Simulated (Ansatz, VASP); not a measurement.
**Two plane-wave programs on TiSi2**

```
Ti Si
1.0
     4.37464    0.00000    0.00000
    -2.18732    3.78855    0.00000
     0.00000    0.00000    2.56101
Ti Si
1 2
Direct
  0.00000 0.00000 0.00000
  0.33333 0.66667 0.50000
  0.66667 0.33333 0.50000
```

Alike in both runs: task relaxation of cell and atoms; functional LDA; k mesh 7 × 7 × 10; occupations fermi-dirac, width 0.05 eV; no spin polarisation.

|  | VASP | Ansatz |
| --- | --- | --- |
| version | VASP 6.6.1 | Ansatz 0.2.0 |
| potentials or method | VASP PAW LDA potentials, release 64 (Ti_sv, Si) | Ansatz PAW |
| plane-wave cutoff (eV) | 600 | 420 |
| valence electrons in the cell | 20 | 20 |

```csv
,VASP,Ansatz,Ansatz less VASP
"gap on the k mesh at the Fermi level, each at its own relaxed structure (eV)",none,none,-
relaxed volume (Å³/atom),13.45,13.43,-0.017
relaxed cell length with the largest relative difference (Å),2.511,2.508,-0.0031
```

LDA's correlation is that of Perdew and Zunger in VASP and of Perdew and Wang (1992) in Ansatz. A gap of «none» marks a metal or a gap that the smearing closes.

Noted on Ansatz's run: the plane-wave basis is chosen anew once the cell has moved, so the energies of steps on either side of that aren't comparable.
